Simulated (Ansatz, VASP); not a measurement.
Two plane-wave programs on AlGa3N4

File INCAR:

```
PREC = Accurate
ENCUT = 520
EDIFF = 1E-6
ISMEAR = 0
SIGMA = 0.05
LREAL = F
LASPH = T
NELM = 100
ALGO = Normal
ISIF = 2
LWAVE = F
LCHARG = F
GGA = PS
NBANDS = 41
```

File KPOINTS:

```
regular mesh
0
Gamma
  6 6 6
```

The input POSCAR:

```
AlGa3N4
1.0
    4.4716853600      0.0000000000      0.0000000000
    0.0000000000      4.4716853600      0.0000000000
    0.0000000000      0.0000000000      4.4716853600
Al Ga N
1 3 4
Direct
    0.0000000000      0.0000000000      0.0000000000
    0.5000000000      0.5000000000      0.0055907332
    0.5000000000      0.0000000000      0.5000000000
    0.0000000000      0.5000000000      0.5000000000
    0.7557144200      0.7557144200      0.2442855800
    0.7557144200      0.2442855800      0.7557144200
    0.2442855800      0.7557144200      0.7557144200
    0.2442855800      0.2442855800      0.2442855800
```

Input for Ansatz:

```yaml
crystal:
  lattice:
    - [4.47168536, 0.0, 0.0]
    - [0.0, 4.47168536, 0.0]
    - [0.0, 0.0, 4.47168536]
  atoms:
    - { symbol: Al, position: [0.0, 0.0, 0.0] }
    - { symbol: Ga, position: [0.5, 0.5, 0.0055907332] }
    - { symbol: Ga, position: [0.5, 0.0, 0.5] }
    - { symbol: Ga, position: [0.0, 0.5, 0.5] }
    - { symbol: "N", position: [0.75571442, 0.75571442, 0.24428558] }
    - { symbol: "N", position: [0.75571442, 0.24428558, 0.75571442] }
    - { symbol: "N", position: [0.24428558, 0.75571442, 0.75571442] }
    - { symbol: "N", position: [0.24428558, 0.24428558, 0.24428558] }
basis:
  ecutwfc: 420
kpoints:
  mp_grid: { grid: [6, 6, 6] }
hamiltonian:
  xc: pbesol
scf:
  occupations: { method: gaussian, width: 0.05 }
output:
  forces: true
  stress: true
  eigenvalues: true
```

Alike in both runs: task single point; functional PBEsol; k mesh 6 × 6 × 6; occupations gaussian, width 0.05 eV; no spin polarisation.

```csv
,VASP,Ansatz
version,VASP 6.6.1,Ansatz 0.2.0
potentials or method,"VASP PAW PBE potentials, release 64 (Al, Ga_d, N), cutoff 520 eV","scalar-relativistic, plane waves, PAW"
valence electrons in the cell,62,62
```

```csv
,VASP,Ansatz,Ansatz less VASP
gap on the k mesh at the Fermi level (eV),2.28,2.26,-0.020
least direct gap on the mesh (eV),2.28,2.26,-0.020
pressure (GPa),-0.7,-0.5,+0.14
"traceless stress, the component that is largest in VASP (GPa)",0.34,0.35,+0.009
rms of the force components (eV/Å),0.117,0.116,-0.0011
```

VASP's potentials were made for PBE, not for PBEsol. Atom by atom the forces differ by 0.004 eV/Å (rms over components). With one functional, cell and mesh, what is left measures potentials, basis and numerics.
